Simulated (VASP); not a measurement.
# SiC (I-4m2) in VASP: notebook

Runs on SiC. Level: PBEsol. Tasks: single point.

Everything below comes from runs of VASP 6.6.1. Logs are shortened: lines on timing, memory, paths and dates and some standing lists are left out, and cuts for length are marked.

**1. The cell of the first run**

It takes space group I-4m2 (No. 119, tetragonal). Conventional cell: a = 2.952 Å, b = 2.952 Å, c = 4.696 Å, α = 90.00°, β = 90.00°, γ = 90.00°. Within 2.5 Å of Si (site symmetry -4m2) lie 4 C at 1.89 Å. Within 2.5 Å of C (site symmetry -4m2) lie 4 Si at 1.89 Å.

**2. Single point, PBEsol (strain -0.040 along x and y, +0.080 along z)**

Input file INCAR:

```
SYSTEM = SiC
  ALGO = Normal
  EDIFF = 1E-6
  ENCUT = 520
  GGA = PS
  ISIF = 2
  ISMEAR = 0
  LASPH = .TRUE.
  LCHARG = .TRUE.
  LELF = .TRUE.
  LREAL = .FALSE.
  LVHAR = .TRUE.
  LWAVE = .FALSE.
  NBANDS = 11
  NELM = 80
  PREC = Accurate
  SIGMA = 0.05
```

Input file KPOINTS:

```
k-points
0
G
  12 12 12
  0 0 0
```

Input file POSCAR:

```
SiC
1.0
    0.0000000000      2.0870400000      2.3479200000
    2.0870400000      0.0000000000      2.3479200000
    2.0870400000      2.0870400000      0.0000000000
Si C
1 1
Direct
    0.0000000000      0.0000000000      0.0000000000
    0.7500000000      0.7500000000      0.7500000000
```

Potentials or basis: VASP PAW PBE potentials, release 64 (Si, C).

Command:

```
$ cat potpaw_PBE.64/Si/POTCAR potpaw_PBE.64/C/POTCAR > POTCAR
$ mpirun -np 1 vasp_std > vasp.out
```

OUTCAR:

```text
SYSTEM = SiC
   EDIFF = 1E-6
   ENCUT = 520
   GGA = PS
   ISIF = 2
   ISMEAR = 0
   LASPH = .TRUE.
   LREAL = .FALSE.
   NELM = 80
   PREC = Accurate

 ion  position               nearest neighbor table
   1  0.000  0.000  0.000-   2 1.89   2 1.89   2 1.89   2 1.89
   2  0.750  0.750  0.750-   1 1.89   1 1.89   1 1.89   1 1.89

  LATTYP: Found a body centered tetragonal cell.
 ALAT       =     2.9515202732
 C/A-ratio  =     1.5909902577

  Lattice vectors:

 A1 = (  -2.0870400000,   0.0000000000,   2.3479200000)
 A2 = (   2.0870400000,   0.0000000000,   2.3479200000)
 A3 = (   0.0000000000,   2.0870400000,  -2.3479200000)

Analysis of symmetry for initial positions (statically):
=====================================================================
 Subroutine PRICEL returns:
 Original cell was already a primitive cell.

 Routine SETGRP: Setting up the symmetry group for a
 body centered tetragonal supercell.

 Subroutine GETGRP returns: Found  8 space group operations
 (whereof  8 operations were pure point group operations)
 out of a pool of 16 trial point group operations.

The static configuration has the point symmetry D_2d.

Analysis of symmetry for dynamics (positions and initial velocities):
=====================================================================
 Subroutine PRICEL returns:
 Original cell was already a primitive cell.

 Routine SETGRP: Setting up the symmetry group for a
 body centered tetragonal supercell.

 Subroutine GETGRP returns: Found  8 space group operations
 (whereof  8 operations were pure point group operations)
 out of a pool of 16 trial point group operations.

The dynamic configuration has the point symmetry D_2d.

 Subroutine INISYM returns: Found  8 space group operations
 (whereof  8 operations are pure point group operations),
 and found     1 'primitive' translations

----------------------------------------------------------------------------------------

                                     Primitive cell

  volume of cell :      20.4538

  direct lattice vectors                    reciprocal lattice vectors
     0.000000000  2.087040000  2.347920000    -0.239573750  0.239573750  0.212954445
     2.087040000  0.000000000  2.347920000     0.239573750 -0.239573750  0.212954445
     2.087040000  2.087040000  0.000000000     0.239573750  0.239573750 -0.212954445

  length of vectors
     3.141411194  3.141411194  2.951520273     0.400175910  0.400175910  0.400175910

  position of ions in fractional coordinates (direct lattice)
     0.000000000  0.000000000  0.000000000
     0.750000000  0.750000000  0.750000000

  ion indices of the primitive-cell ions
   primitive index   ion index
                 1           1
                 2           2

----------------------------------------------------------------------------------------

 KPOINTS: k-points

Automatic generation of k-mesh.
 Grid dimensions read from file:
 generate k-points for:   12   12   12

 Generating k-lattice:

  Cartesian coordinates                     Fractional coordinates (reciprocal lattice)
    -0.019964479  0.019964479  0.017746204     0.083333333  0.000000000  0.000000000
     0.019964479 -0.019964479  0.017746204     0.000000000  0.083333333  0.000000000
     0.019964479  0.019964479 -0.017746204     0.000000000  0.000000000  0.083333333

  Length of vectors
     0.033347993  0.033347993  0.033347993

  Shift w.r.t. Gamma in fractional coordinates (k-lattice)
     0.000000000  0.000000000  0.000000000

 Subroutine IBZKPT returns following result:
 ===========================================

 Found    163 irreducible k-points:

 Following reciprocal coordinates:
            Coordinates               Weight
  0.000000  0.000000  0.000000      1.000000
  0.083333  0.000000  0.000000      8.000000
  0.166667 -0.000000  0.000000      8.000000
  0.250000 -0.000000  0.000000      8.000000
  0.333333  0.000000  0.000000      8.000000
  0.416667 -0.000000  0.000000      8.000000
[... 16 lines left out ...]
  0.500000  0.166667  0.000000      8.000000
 -0.416667  0.166667  0.000000      8.000000
 [... further k-points ...]
   k-points           NKPTS =    163   k-points in BZ     NKDIM =    163   number of bands    NBANDS=     11
   number of dos      NEDOS =    301   number of ions     NIONS =      2
   total plane-waves  NPLWV =  13824
   dimension x,y,z NGX =    24 NGY =   24 NGZ =   24
   dimension x,y,z NGXF=    48 NGYF=   48 NGZF=   48
   ions per type =               1   1
   NGX,Y,Z   is equivalent  to a cutoff of  12.70, 12.70, 13.52 a.u.
   NGXF,Y,Z  is equivalent  to a cutoff of  25.40, 25.40, 27.04 a.u.
 SYSTEM =  SiC
   PREC   = accura    normal or accurate (medium, high low for compatibility)
   ISTART =      0    job   : 0-new  1-cont  2-samecut
   ICHARG =      2    charge: 1-file 2-atom 10-const
   ISPIN  =      1    spin polarized calculation?
   LNONCOLLINEAR =      F non collinear calculations
   LSORBIT =      F    spin-orbit coupling
   LASPH  =      T    aspherical Exc in radial PAW
   ENCUT  =  520.0 eV  38.22 Ry    6.18 a.u.   5.84  5.84  5.49*2*pi/ulx,y,z
   NELM   =     80;   NELMIN=  2; NELMDL= -5     # of ELM steps
   EDIFF  = 0.1E-05   stopping-criterion for ELM
   LREAL  =      F    real-space projection
   EDIFFG = 0.1E-04   stopping-criterion for IOM
   NSW    =      0    number of steps for IOM
   IBRION =     -1    ionic relax: 0-MD 1-quasi-New 2-CG
   NFREE  =      0    steps in history (QN), initial steepest desc. (CG)
   ISIF   =      2    stress and relaxation
   ISYM   =      2    0-nonsym 1-usesym 2-fastsym
   POTIM  = 0.5000    time-step for ionic-motion
   TEBEG  =    0.0;   TEEND  =   0.0 temperature during run
   PSTRESS=    0.0 pullay stress
   NELECT =       8.0000    total number of electrons
   NUPDOWN=      -1.0000    fix difference up-down
   EMIN   =  10.00;   EMAX   =-10.00  energy-range for DOS
   EFERMI =   0.00;   METHOD = LEGACY
   ISMEAR =     0;   SIGMA  =   0.05  broadening in eV -4-tet -1-fermi 0-gaus
   EFERMI_NEDOS =   21; number of points for ismear=-14 and -15
   IALGO  =     38    algorithm
   IMIX   =      4    mixing-type and parameters
     AMIX     =   0.40;   BMIX     =  1.00
     AMIX_MAG =   1.60;   BMIX_MAG =  1.00
  volume/ion in A,a.u.               =      10.23        69.01
  Fermi-wavevector in a.u.,A,eV,Ry     =   1.197236  2.262449 19.502248  1.433375
  Thomas-Fermi vector in A             =   2.333156
   LORBIT       =      0    0 simple, 1 ext, 2 COOP (PROOUT), +10 PAW based schemes
   GGA     = PS    functional components
   LHFCALC =     F    Hartree Fock is set to
   AEXX    =    0.0000 exact exchange contribution
   IVDW    =     0    specifies the selected vdW correction
   LEPSILON=     F    determine dielectric tensor
   LRPA    =     F    only Hartree local field effects (RPA)
 non-spin polarized calculation
 Gauss-broadening in eV      SIGMA  =   0.05
  energy-cutoff  :      520.00
  volume of cell :       20.45
 maximum number of plane-waves:       565
   NGX = 11   NGY = 11   NGZ = 11

 number of electron       8.0000000 magnetization

 Free energy of the ion-electron system (eV)
  ---------------------------------------------------
  ext. energy  EPLUGINS =         0.00000000
  ---------------------------------------------------
  free energy    TOTEN  =       -15.73705062 eV

  energy without entropy =      -15.73705062  energy(sigma->0) =      -15.73705062

 E-fermi :   8.9177     XC(G=0): -11.5680

 val. band max:        8.6052193106   @ k =  -0.0833   0.0833   0.0000
 cond. band min:       9.1592571679   @ k =   0.5000   0.0000   0.5000
 fundamental gap:      0.5540378573
 Fermi energy:         8.9177078401

 k-point     1 :       0.0000    0.0000    0.0000
  band No.  band energies     occupation
      1      -7.3073      2.00000
      2       7.5946      2.00000
      3       8.5682      2.00000
      4       8.5682      2.00000
      5      14.3707      0.00000
      6      15.5058      0.00000
      7      15.5058      0.00000
      8      15.7019      0.00000
      9      20.5971      0.00000
     10      22.8026      0.00000
     11      24.6034      0.00000

 k-point     2 :       0.0833    0.0000    0.0000
  band No.  band energies     occupation
      1      -7.1685      2.00000
      2       7.2175      2.00000
      3       8.0767      2.00000
      4       8.5090      2.00000
      5      14.5822      0.00000
      6      15.3543      0.00000
      7      15.7027      0.00000
      8      16.0997      0.00000
      9      20.1489      0.00000
     10      23.5695      0.00000
     11      23.7208      0.00000

 k-point     3 :       0.1667   -0.0000    0.0000
  band No.  band energies     occupation
      1      -6.7561      2.00000
      2       5.8011      2.00000
      3       7.4975      2.00000
      4       8.3644      2.00000
      5      14.1771      0.00000
      6      15.8272      0.00000
      7      16.1788      0.00000
      8      16.7927      0.00000
      9      20.0513      0.00000
     10      22.3146      0.00000
     11      24.2805      0.00000

 k-point     4 :       0.2500   -0.0000    0.0000
  band No.  band energies     occupation
      1      -6.0841      2.00000
      2       3.9021      2.00000
      3       7.0520      2.00000
      4       8.1996      2.00000
      5      13.5304      0.00000
      6      15.9828      0.00000
      7      16.5941      0.00000
      8      17.6692      0.00000
      9      20.8627      0.00000
     10      21.8042      0.00000
     11      23.9870      0.00000
[... 239 lines left out ...]
 k-point    22 :       0.4167    0.1667    0.0000
  band No.  band energies     occupation
      1      -4.6323      2.00000
      2       1.8370      2.00000
      3       5.1216      2.00000
      4       7.1485      2.00000
      5      13.3496      0.00000
      6      15.6667      0.00000
      7      18.2393      0.00000
      8      18.4413      0.00000
      9      21.5133      0.00000
     10      25.2531      0.00000
     11      25.8900      0.00000

 k-point    23 :       0.5000    0.1667    0.0000
  band No.  band energies     occupation
      1      -3.6782      2.00000
      2       0.4674      2.00000
      3       4.5424      2.00000
      4       7.2865      2.00000
      5      13.5574      0.00000
      6      15.4517      0.00000
      7      17.8611      0.00000
      8      19.2872      0.00000
      9      22.7098      0.00000
     10      25.2301      0.00000
     11      25.8454      0.00000

 k-point    24 :      -0.4167    0.1667    0.0000
  band No.  band energies     occupation
      1      -3.2781      2.00000
      2      -0.0181      2.00000
      3       4.2449      2.00000
      4       7.5535      2.00000
      5      13.9295      0.00000
      6      15.4149      0.00000
      7      17.4946      0.00000
      8      19.1570      0.00000
      9      23.4532      0.00000
     10      23.7740      0.00000
     11      25.9306      0.00000

 [... further k-points ...]
[... 5 lines left out ...]
  --------------------------------------------------------------------------------------
  -------------------------------------------------------------------------------------
  Total        1.8530688      1.8530688     -2.9734545      0.0000000      0.0000000      0.0000000
  in kB      145.1534285    145.1534285   -232.9147771      0.0000000      0.0000000      0.0000000
  external PRESSURE =      19.1306933 kB  Pullay stress =       0.0000000 kB

 VOLUME and BASIS-vectors are now :
 -----------------------------------------------------------------------------
  energy-cutoff  :      520.00
  volume of cell :       20.45
      direct lattice vectors                 reciprocal lattice vectors
     0.000000000  2.087040000  2.347920000    -0.239573750  0.239573750  0.212954445
     2.087040000  0.000000000  2.347920000     0.239573750 -0.239573750  0.212954445
     2.087040000  2.087040000  0.000000000     0.239573750  0.239573750 -0.212954445

 POSITION                                       TOTAL-FORCE (eV/Angst)
 -----------------------------------------------------------------------------------
      0.00000      0.00000      0.00000         0.000000      0.000000      0.000000
      3.13056      3.13056      3.52188        -0.000000     -0.000000      0.000000
 -----------------------------------------------------------------------------------
    total drift:                                0.000000      0.000000     -0.000000

  FREE ENERGIE OF THE ION-ELECTRON SYSTEM (eV)
  ---------------------------------------------------
  free  energy   TOTEN  =       -15.7370506166 eV

  energy  without entropy=      -15.7370506166  energy(sigma->0) =      -15.73705062
```

Run time: 15 s. Hardware: 1 thread of Intel Xeon 6975P-C (Granite Rapids), shared host; peak memory 0.15 GiB.

Results:

* Free energy: -15.7371 eV
* Pressure: 1.9 GPa
* Band gap on the k mesh: 0.55 eV, indirect (least direct gap 4.35 eV)

Levels at points of the mesh, in eV from the valence-band top:
| k point | band 2 | band 3 | band 4 | band 5 | band 6 | band 7 |
| --- | --- | --- | --- | --- | --- | --- |
| (0.00, 0.00, 0.00) | -1.01 | -0.04 | -0.04 | 5.77 | 6.90 | 6.90 |
| (0.50, 0.00, 0.00) | -9.04 | -2.23 | -0.65 | 3.90 | 7.18 | 7.73 |
| (0.50, 0.50, 0.00) | -9.24 | -2.71 | -2.71 | 1.64 | 5.21 | 13.08 |
| (0.50, 0.00, 0.50) | -7.74 | -4.09 | -3.87 | 0.55 | 3.19 | 11.51 |

Caveat: the cell differs from its parent crystal (strain -0.040 along x and y, +0.080 along z); the PAW data sets were made with another functional, which shifts forces and pressure a little. A k mesh can miss the band edges.

**3. Single point, PBEsol (strain +0.040 along x and y, -0.080 along z)**

INCAR is that of step 2.

KPOINTS is that of step 2.

Input file POSCAR:

```
SiC
1.0
    0.0000000000      2.2609600000      2.0000800000
    2.2609600000      0.0000000000      2.0000800000
    2.2609600000      2.2609600000      0.0000000000
Si C
1 1
Direct
    0.0000000000      0.0000000000      0.0000000000
    0.7500000000      0.7500000000      0.7500000000
```

Potentials or basis: VASP PAW PBE potentials, release 64 (Si, C).

Command:

```
$ cat potpaw_PBE.64/Si/POTCAR potpaw_PBE.64/C/POTCAR > POTCAR
$ mpirun -np 1 vasp_std > vasp.out
```

It took 22 s on 1 thread of Intel Xeon 6975P-C (Granite Rapids), shared host; peak memory 0.16 GiB.

The run converged. Its results:

| Item | Value |
| --- | --- |
| Free energy | -15.7779 eV |
| Pressure | 1.6 GPa |
| Band gap on the k mesh | 0.10 eV, indirect (least direct gap 4.35 eV) |

Stress tensor (GPa, compression positive):
```
-6.28  0.00  0.00
 0.00 -6.28  0.00
 0.00  0.00 17.31
```

Levels at points of the mesh, in eV from the valence-band top:
```
           k point  band 2  band 3  band 4  band 5  band 6  band 7
(0.00, 0.00, 0.00)   -0.69   -0.69    0.00    5.77    6.65    7.01
(0.50, 0.00, 0.00)   -9.14   -2.22   -0.92    4.22    5.80    8.41
(0.50, 0.50, 0.00)   -7.30   -4.56   -4.56    0.10    2.32   13.20
(0.50, 0.00, 0.50)   -8.87   -3.28   -3.13    1.22    4.50   11.81
```

Caveat: the cell differs from its parent crystal (strain +0.040 along x and y, -0.080 along z); the PAW data sets were made with another functional, which shifts forces and pressure a little.

(Part 1 of 2 ends here.)
